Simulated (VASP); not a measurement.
Here is a VASP 6.6.1 calculation.

The input POSCAR:

```
K
1.0
   -2.5700293357      2.5700293357      2.5700293357
    2.5700293357     -2.5700293357      2.5700293357
    2.5700293357      2.5700293357     -2.5700293357
K
1
Direct
    0.0000000000      0.0000000000      0.0000000000
```

The input INCAR.step1:

```
SYSTEM = K
PREC     = Accurate       ! precision mode
ENCUT    = 520            ! plane-wave cutoff, eV
ISMEAR   = -1             ! smearing method
SIGMA    = 0.1            ! smearing width, eV
LREAL    = .FALSE.        ! projectors in reciprocal space
LASPH    = .TRUE.         ! aspherical terms in the spheres
NELM     = 100            ! most SCF steps
NBANDS   = 10             ! bands
GGA      = PE             ! functional
ALGO     = Normal         ! electronic algorithm
EDIFF    = 1E-4           ! SCF threshold, eV
LWAVE    = .TRUE.         ! write WAVECAR
LCHARG   = .FALSE.        ! write CHGCAR
```

Contents of INCAR.step2:

```
SYSTEM = K
PREC     = Accurate       ! precision mode
ENCUT    = 520            ! plane-wave cutoff, eV
EDIFF    = 1E-7           ! SCF threshold, eV
ISMEAR   = -1             ! smearing method
SIGMA    = 0.1            ! smearing width, eV
LREAL    = .FALSE.        ! projectors in reciprocal space
LASPH    = .TRUE.         ! aspherical terms in the spheres
NELM     = 100            ! most SCF steps
ALGO     = Normal         ! electronic algorithm
ISIF     = 2              ! what is computed and relaxed
LWAVE    = .FALSE.        ! write WAVECAR
LCHARG   = .FALSE.        ! write CHGCAR
METAGGA  = R2SCAN         ! meta-GGA
LMIXTAU  = .TRUE.       
NBANDS   = 10             ! bands
ISTART   = 1
```

File KPOINTS:

```
regular mesh
0
G
  9 9 9
  0 0 0
```

Potentials or basis: VASP PAW PBE potentials, release 64 (K_sv).

Command:

```bash
$ cat potpaw_PBE.64/K_sv/POTCAR > POTCAR
$ cp INCAR.step1 INCAR
$ mpirun -np 1 vasp_std > vasp.out
$ cp INCAR.step2 INCAR
$ mpirun -np 1 vasp_std > vasp.out
```

Problem. Predict the pressure.

Solution. 0.5 GPa.

Caveat: the PAW data sets were made with another functional, which shifts forces and pressure a little.
